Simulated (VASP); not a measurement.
# CoO (Fm-3m) in VASP: notebook

The runs below take CoO through single point, with PBE+U.

Program: VASP 6.6.1. These are calculated values, not measurements. Logs are shortened: lines on timing, memory, paths and dates and some standing lists are left out, and cuts for length are marked.

### Step 1. The cell of the first run

Symmetry: Fm-3m, No. 225, cubic system. Conventional cell: a = 4.263 Å, b = 4.263 Å, c = 4.263 Å, α = 90.00°, β = 90.00°, γ = 90.00°. Within 2.8 Å of Co (site symmetry m-3m) lie 6 O at 2.13 Å. Within 2.8 Å of O (site symmetry m-3m) lie 6 Co at 2.13 Å.

### Step 2. Single point, PBE+U, collinear spin, antiferromagnetic start

INCAR

```
SYSTEM = CoO
ALGO = Normal
EDIFF = 1E-6
ENCUT = 700
GGA = PE
GGA_COMPAT = .FALSE.
ISIF = 2
ISMEAR = 0
ISPIN = 2
LASPH = .TRUE.
LCHARG = .TRUE.
LDAU = .TRUE.
LDAUJ = 0 0
LDAUL = 2 -1
LDAUPRINT = 1
LDAUTYPE = 2
LDAUU = 1 0
LELF = .TRUE.
LMAXMIX = 4
LORBIT = 11
LREAL = .FALSE.
LVHAR = .TRUE.
LWAVE = .FALSE.
MAGMOM = 2.67 -2.67 0 0
NBANDS = 35
NELM = 200
PREC = Accurate
SIGMA = 0.05
```

KPOINTS

```
k-points
0
G
  8 8 8
  0 0 0
```

POSCAR

```
CoO
1.0
    0.0000000000      2.1315016600      2.1315016600
    2.1315016600      0.0000000000      2.1315016600
    4.2630033200      4.2630033200      0.0000000000
Co O
2 2
Direct
    0.0000000000      0.0000000000      0.0000000000
    0.0000000000      0.0000000000      0.5000000000
    0.5000000000      0.5000000000      0.2500000000
    0.5000000000      0.5000000000      0.7500000000
```

Potentials or basis: VASP PAW PBE potentials, release 64 (Co_sv, O).

Command:

```console
$ cat potpaw_PBE.64/Co_sv/POTCAR potpaw_PBE.64/O/POTCAR > POTCAR
$ mpirun -np 1 vasp_std > vasp.out
```

OUTCAR:

```text
SYSTEM = CoO
   EDIFF = 1E-6
   ENCUT = 700
   GGA = PE
   ISIF = 2
   ISMEAR = 0
   ISPIN = 2
   LASPH = .TRUE.
   LORBIT = 11
   LREAL = .FALSE.
   NELM = 200
   PREC = Accurate

 ion  position               nearest neighbor table
   1  0.000  0.000  0.000-   4 2.13   3 2.13   4 2.13   3 2.13   4 2.13   3 2.13
   2  0.000  0.000  0.500-   3 2.13   3 2.13   4 2.13   3 2.13   4 2.13   4 2.13
   3  0.500  0.500  0.250-   1 2.13   1 2.13   2 2.13   1 2.13   2 2.13   2 2.13
   4  0.500  0.500  0.750-   2 2.13   1 2.13   2 2.13   1 2.13   2 2.13   1 2.13

  LATTYP: Found a trigonal (rhomboedric) cell.
 ALAT       =     5.2210914529
 COS(alpha) =     0.8333333333

  Lattice vectors:

 A1 = (   4.2630033200,   2.1315016600,  -2.1315016600)
 A2 = (   2.1315016600,   2.1315016600,  -4.2630033200)
 A3 = (   2.1315016600,   4.2630033200,  -2.1315016600)

Analysis of symmetry for initial positions (statically):
=====================================================================
 Subroutine PRICEL returns following result:

  LATTYP: Found a face centered cubic cell.
 ALAT       =     4.2630033200
[... 12 lines left out ...]
 Subroutine GETGRP returns: Found 12 space group operations
 (whereof 12 operations were pure point group operations)
 out of a pool of 12 trial point group operations.

The static configuration has the point symmetry D_3d.

Analysis of symmetry for dynamics (positions and initial velocities):
=====================================================================
 Subroutine PRICEL returns following result:

  LATTYP: Found a face centered cubic cell.
 ALAT       =     4.2630033200
[... 12 lines left out ...]
 Subroutine GETGRP returns: Found 12 space group operations
 (whereof 12 operations were pure point group operations)
 out of a pool of 12 trial point group operations.

The dynamic configuration has the point symmetry D_3d.

Analysis of structural, dynamic, and magnetic symmetry:
=====================================================================
 Subroutine PRICEL returns following result:

[... 222 lines left out ...]
  o =  0.8788  v =  0.1238  0.7477 -0.0294 -0.6239  0.1881  0.0000  0.0000  0.0000  0.0000  0.0000      0.0000  0.0000  0.0000  0.0000  0.0000  0.0000  0.0000  0.0000  0.0000  0.0000
  o =  0.9067  v =  0.0000  0.0000  0.0000  0.0000  0.0000  0.8106  0.4805  0.0558  0.3301 -0.0060      0.0000  0.0000  0.0000  0.0000  0.0000  0.0000  0.0000  0.0000  0.0000  0.0000
  o =  0.9067  v =  0.0000  0.0000  0.0000  0.0000  0.0000 -0.0869  0.6585 -0.0060 -0.7454 -0.0558      0.0000  0.0000  0.0000  0.0000  0.0000  0.0000  0.0000  0.0000  0.0000  0.0000
  o =  0.9175  v =  0.0000  0.0000  0.0000  0.0000  0.0000 -0.5774  0.5774  0.0000  0.5774 -0.0000      0.0000  0.0000  0.0000  0.0000  0.0000  0.0000  0.0000  0.0000  0.0000  0.0000
  o =  0.9324  v =  0.0000  0.0000  0.0000  0.0000  0.0000  0.0458  0.0229 -0.9984  0.0229 -0.0000      0.0000  0.0000  0.0000  0.0000  0.0000  0.0000  0.0000  0.0000  0.0000  0.0000
  o =  0.9324  v =  0.0000  0.0000  0.0000  0.0000  0.0000  0.0000  0.0397 -0.0000 -0.0397  0.9984      0.0000  0.0000  0.0000  0.0000  0.0000  0.0000  0.0000  0.0000  0.0000  0.0000

 number of electron      46.0000012 magnetization       0.0000000

 Free energy of the ion-electron system (eV)
  ---------------------------------------------------
  ext. energy  EPLUGINS =         0.00000000
  ---------------------------------------------------
  free energy    TOTEN  =       -25.56503957 eV

  energy without entropy =      -25.56503957  energy(sigma->0) =      -25.56503957

 E-fermi :   9.0474     XC(G=0): -12.6453

 val. band max:        8.7068255699   @ k =   0.5000   0.0000   0.0000
 cond. band min:       9.2515060303   @ k =   0.0000   0.0000   0.5000
 fundamental gap:      0.5446804604
 Fermi energy:         9.0473915173

 spin component 1

 k-point     1 :       0.0000    0.0000    0.0000
  band No.  band energies     occupation
      1     -87.8512      1.00000
      2     -84.7795      1.00000
      3     -51.6680      1.00000
      4     -50.8371      1.00000
      5     -50.8370      1.00000
      6     -48.3125      1.00000
[... 1817 lines left out ...]
     34      24.8670      0.00000
     35      25.0175      0.00000

 [... further k-points ...]

------------------------ aborting loop because EDIFF is reached ----------------------------------------

  FORCE on cell =-STRESS in cart. coord.  units (eV):
  Direction    XX          YY          ZZ          XY          YZ          ZX
  --------------------------------------------------------------------------------------
  -------------------------------------------------------------------------------------
  Total       -0.1350921     -0.1350921     -0.1350921      0.0180397     -0.0180397     -0.0180397
  in kB       -5.5875751     -5.5875751     -5.5875751      0.7461428     -0.7461428     -0.7461428
  external PRESSURE =      -5.5875751 kB  Pullay stress =       0.0000000 kB

 VOLUME and BASIS-vectors are now :
 -----------------------------------------------------------------------------
  energy-cutoff  :      700.00
  volume of cell :       38.74
      direct lattice vectors                 reciprocal lattice vectors
     0.000000000  2.131501660  2.131501660    -0.234576407  0.234576407  0.234576407
     2.131501660  0.000000000  2.131501660     0.234576407 -0.234576407  0.234576407
     4.263003320  4.263003320  0.000000000     0.117288203  0.117288203 -0.117288203

 POSITION                                       TOTAL-FORCE (eV/Angst)
 -----------------------------------------------------------------------------------
      0.00000      0.00000      0.00000         0.000000      0.000000     -0.000000
      2.13150      2.13150      0.00000        -0.000000      0.000000     -0.000000
      2.13150      2.13150      2.13150         0.000000     -0.000000     -0.000000
      4.26300      4.26300      2.13150         0.000000     -0.000000      0.000000
 -----------------------------------------------------------------------------------
    total drift:                                0.000000      0.000000      0.000000

  FREE ENERGIE OF THE ION-ELECTRON SYSTEM (eV)
  ---------------------------------------------------
  free  energy   TOTEN  =       -25.5650395701 eV

  energy  without entropy=      -25.5650395701  energy(sigma->0) =      -25.56503957

 total charge

# of ion       s       p       d       tot
------------------------------------------
    1        2.141   6.062   6.690  14.893
    2        2.141   6.062   6.690  14.893
    3        1.554   3.432   0.000   4.986
    4        1.554   3.432   0.000   4.986
--------------------------------------------------
tot          7.391  18.987  13.380  39.758

 magnetization (x)

# of ion       s       p       d       tot
------------------------------------------
    1        0.002   0.003   2.472   2.478
    2       -0.002  -0.003  -2.472  -2.478
    3        0.000   0.000   0.000   0.000
    4        0.000   0.000   0.000   0.000
--------------------------------------------------
tot          0.000   0.000   0.000   0.000
```

Wall time 8.4 min (1 thread of AMD EPYC 7R13 (Zen 3), shared host); peak memory 0.32 GiB.

The run converged, but its numbers aren't listed here, since they failed a check.

Caveat: the result breaks the symmetry of the cell.

### Step 3. Single point, PBE+U, collinear spin, ferromagnetic start

INCAR

```
SYSTEM = CoO
PREC = Accurate
ENCUT = 700
EDIFF = 1E-6
ISMEAR = 0
SIGMA = 0.05
LREAL = .FALSE.
LASPH = .TRUE.
NELM = 200
ALGO = Normal
ISIF = 2
LWAVE = .FALSE.
LCHARG = .FALSE.
ISPIN = 2
MAGMOM = 2.8 2.8 0.32 0.32
LORBIT = 11
LMAXMIX = 4
LDAU = .TRUE.
LDAUTYPE = 2
LDAUL = 2 -1
LDAUU = 1 0
LDAUJ = 0 0
LDAUPRINT = 1
GGA = PE
NBANDS = 35
GGA_COMPAT = .FALSE.
```

KPOINTS

```
regular mesh
0
G
  8 8 8
  0 0 0
```

POSCAR is that of step 2.

Potentials or basis: VASP PAW PBE potentials, release 64 (Co_sv, O).

Command:

```console
$ cat potpaw_PBE.64/Co_sv/POTCAR potpaw_PBE.64/O/POTCAR > POTCAR
$ mpirun -np 1 vasp_std > vasp.out
```

It took 4 min on 1 thread of Intel Xeon 6975P-C (Granite Rapids), shared host; peak memory 0.35 GiB.

The run converged. Its results:

| Property | Result |
| --- | --- |
| Free energy | -24.9578 eV |
| Pressure | -3.2 GPa |
| Band gap on the k mesh | zero (filled and empty bands overlap) |
| Net moment | 6.00 μB per cell |
| Site moments | Co +2.61; O +0.30 μB |
| Valence electrons inside the program's atomic spheres | Co 14.87; O 4.99 |

Levels at points of the mesh, in eV from the Fermi level:
Spin up:
```tsv
k point	band 22	band 23	band 24	band 25	band 26	band 27	band 28	band 29	band 30	band 31
(0.00, 0.00, 0.00)	-2.75	-2.75	-2.12	-0.07	-0.07	1.03	5.10	9.38	13.43	13.43
(0.50, 0.00, 0.00)	-2.48	-2.47	-2.12	-0.07	-0.07	5.10	5.85	9.38	9.89	11.56
(0.00, 0.00, 0.50)	-2.63	-1.09	-1.09	-1.09	-1.09	3.74	3.74	11.53	11.53	15.59
(0.50, 0.00, 0.50)	-2.27	-1.58	-1.58	-1.35	-1.35	6.97	6.97	9.23	9.23	11.01
```
Spin down:
```
           k point  band 16  band 17  band 18  band 19  band 20  band 21  band 22  band 23  band 24  band 25
(0.00, 0.00, 0.00)    -2.43    -1.11    -1.11    -1.11    -0.12    -0.12     0.19     0.53     0.54     1.56
(0.50, 0.00, 0.00)    -3.70    -2.23    -0.12    -0.11     0.11     0.11     0.18     1.02     1.46     3.11
(0.00, 0.00, 0.50)    -3.67    -0.58    -0.58    -0.58    -0.58    -0.50    -0.50     1.98     1.98     1.98
(0.50, 0.00, 0.50)    -4.11    -0.93    -0.93     0.00     0.00     0.14     0.14     2.01     2.01     2.03
```

Eigenvalues of the final occupation matrices:
```tsv
site	spin	trace	eigenvalues
site 1 d	1	4.64	0.91 0.91 0.92 0.95 0.95
site 1 d	2	2.05	0.13 0.13 0.59 0.60 0.60
site 2 d	1	4.64	0.91 0.91 0.92 0.95 0.95
site 2 d	2	2.05	0.13 0.13 0.59 0.60 0.60
```

Caveat: the cell stands under tension. The state reached can hang on the start; a lower one may exist.

### Step 4. Single point, PBE+U, collinear spin, ferromagnetic start

INCAR

```
PREC = Accurate
ENCUT = 700
EDIFF = 1E-6
ISMEAR = 0
SIGMA = 0.05
LREAL = False
LASPH = True
NELM = 200
ALGO = Normal
ISIF = 2
LWAVE = False
LCHARG = True
ISPIN = 2
MAGMOM = 2.54 2.54 0.32 0.32
LORBIT = 11
LMAXMIX = 4
LDAU = True
LDAUTYPE = 2
LDAUL = 2 -1
LDAUU = 1 0
LDAUJ = 0 0
LDAUPRINT = 1
GGA = PE
LELF = True
LVHAR = True
NBANDS = 35
GGA_COMPAT = False
```

KPOINTS

```
regular mesh
0
Gamma
  8 8 8
```

POSCAR is that of step 3.

Command:

```console
$ cat potpaw_PBE.64/Co_sv/POTCAR potpaw_PBE.64/O/POTCAR > POTCAR
$ mpirun -np 1 vasp_std > vasp.out
```

Run time: 4.6 min. Hardware: 1 thread of Intel Xeon 6975P-C (Granite Rapids), shared host; peak memory 0.34 GiB.

The run converged. Its results:

```
Free energy                                           : -24.9578 eV
Pressure                                              : -2.0 GPa
Band gap on the k mesh                                : zero (filled and empty bands overlap)
Net moment                                            : 6.00 μB per cell
Site moments                                          : Co +2.61; O +0.30 μB
Valence electrons inside the program's atomic spheres : Co 14.87; O 4.99
```

Levels at points of the mesh, in eV from the Fermi level:
Spin up:
| k point | band 24 | band 25 | band 26 | band 27 | band 28 | band 29 |
| --- | --- | --- | --- | --- | --- | --- |
| (0.00, 0.00, 0.00) | -2.12 | -0.07 | -0.07 | 1.03 | 5.10 | 9.38 |
| (0.50, 0.00, 0.00) | -2.12 | -0.07 | -0.07 | 5.10 | 5.85 | 9.38 |
| (0.00, 0.00, 0.50) | -1.09 | -1.09 | -1.09 | 3.74 | 3.74 | 11.53 |
| (0.50, 0.00, 0.50) | -1.58 | -1.35 | -1.35 | 6.98 | 6.98 | 9.24 |
Spin down:
| k point | band 17 | band 18 | band 19 | band 20 | band 21 | band 22 | band 23 | band 24 |
| --- | --- | --- | --- | --- | --- | --- | --- | --- |
| (0.00, 0.00, 0.00) | -1.11 | -1.11 | -1.11 | -0.12 | -0.12 | 0.19 | 0.53 | 0.54 |
| (0.50, 0.00, 0.00) | -2.23 | -0.12 | -0.11 | 0.11 | 0.11 | 0.18 | 1.02 | 1.46 |
| (0.00, 0.00, 0.50) | -0.58 | -0.58 | -0.58 | -0.58 | -0.50 | -0.50 | 1.98 | 1.98 |
| (0.50, 0.00, 0.50) | -0.93 | -0.93 | 0.00 | 0.00 | 0.14 | 0.14 | 2.01 | 2.01 |

Eigenvalues of the final occupation matrices:
```
    site  spin  trace               eigenvalues
site 1 d     1   4.64  0.91 0.91 0.91 0.95 0.95
site 1 d     2   2.05  0.13 0.13 0.59 0.60 0.60
site 2 d     1   4.64  0.91 0.91 0.91 0.95 0.95
site 2 d     2   2.05  0.13 0.13 0.59 0.60 0.60
```

The state reached can hang on the start; a lower one may exist.
